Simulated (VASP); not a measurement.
Runs of VASP 6.6.1 on SiC. The structure is that of space group F-43m (No. 216), or close to it. The cells are those of the table. 

```csv
task,cell,cutoff (eV),gap on the mesh (eV),pressure (GPa)
single point,"a = 3.039 Å, angles 60.0, 60.0, 90.0°, 2 atoms",520,(a),9.8
single point,"a = 3.051 Å, angles 60.0, 60.0, 90.0°, 2 atoms",520,1.71,6.8
single point,"a = 3.071 Å, angles 60.0, 60.0, 90.0°, 2 atoms",520,1.72,1.8
single point,"a = 3.090 Å, angles 60.0, 60.0, 90.0°, 2 atoms",520,1.73,-2.2
single point,"a = 3.020 Å, angles 60.0, 60.0, 90.0°, 2 atoms",520,(c),14.8
relaxation of cell and atoms,"relaxed to 2 GPa from a = 3.080 Å, angles 60.0, 60.0, 90.0°, 2 atoms",600,1.72,2.0
single point,"a = 3.063 Å, angles 60.0, 60.0, 90.0°, 2 atoms",520,1.71,(b)
relaxation of cell and atoms,"relaxed to -2 GPa from a = 3.080 Å, angles 60.0, 60.0, 90.0°, 2 atoms",600,1.73,-2.0
```

Alike in all rows: level r2SCAN; potentials or basis VASP PAW PBE potentials, release 64 (Si, C); no spin polarisation; k mesh 10 × 10 × 10; smearing gaussian 0.01 eV.

Estimate the missing entries.

(a) 1.70; (b) 3.8; (c) 1.68.

Caveats: the PAW data sets were made with another functional, which shifts forces and pressure a little; the cell stands under pressure (at least some runs); the cell is relaxed towards a set pressure, so the run minimises the enthalpy, not the energy (at least some runs).

A k mesh can miss the band edges.
